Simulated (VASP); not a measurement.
Nb:

```
CELL_PARAMETERS angstrom
4.93068 0.00000 0.00000
-2.46534 4.27010 0.00000
0.00000 0.00000 3.02272
ATOMIC_POSITIONS crystal
Nb 0.00000 0.00000 0.00000
Nb 0.33333 0.66667 0.50000
Nb 0.66667 0.33333 0.50000
```

| Quantity | Value |
| --- | --- |
| Program | VASP 6.6.1 |
| Task | relaxation of cell and atoms |
| Functional | PBE |
| Potentials or basis | VASP PAW PBE potentials, release 64 (Nb_sv) |
| Cutoff | 600 eV |
| k mesh | 6 × 6 × 6 |
| Occupations | gaussian, width 0.1 eV |
| Spin | no spin polarisation |

At the start: pressure -17.1 GPa; volume 21.21 Å³/atom.

Task: How do energy, volume and symmetry change on relaxing?

Result: Over 10 steps the energy falls by 257.2 meV/atom and the volume is 18.50 Å³/atom (-12.8 %); space group P6/mmm (No. 191, to 0.05 Å).

Step by step:
| step | energy change (eV) | largest force (eV/Å) | pressure (GPa) | volume (Å³) |
| --- | --- | --- | --- | --- |
| 1 | 0.0000 | 0.0000 | -17.05 | 63.64 |
| 2 | 0.7428 | 0.0000 | 53.42 | 44.80 |
| 3 | -0.6968 | 0.0000 | 1.14 | 54.90 |
| 4 | -0.6992 | 0.0000 | 2.20 | 54.56 |
| 5 | -0.6994 | 0.0000 | 2.76 | 54.39 |
| 6 | -0.7662 | 0.0000 | 1.29 | 55.17 |
| 7 | -0.7695 | 0.0000 | 1.40 | 55.03 |
| 8 | -0.7696 | 0.0000 | 1.40 | 55.05 |
| 9 | -0.7678 | 0.0000 | -1.82 | 56.15 |
| 10 | -0.7716 | 0.0000 | 0.00 | 55.51 |

Final structure:
```
Nb
1.0
     4.87952    0.00000    0.00000
    -2.43976    4.22579    0.00000
     0.00000    0.00000    2.69192
Nb
3
Direct
  0.00000 0.00000 0.00000
  0.33333 0.66667 0.50000
  0.66667 0.33333 0.50000
```
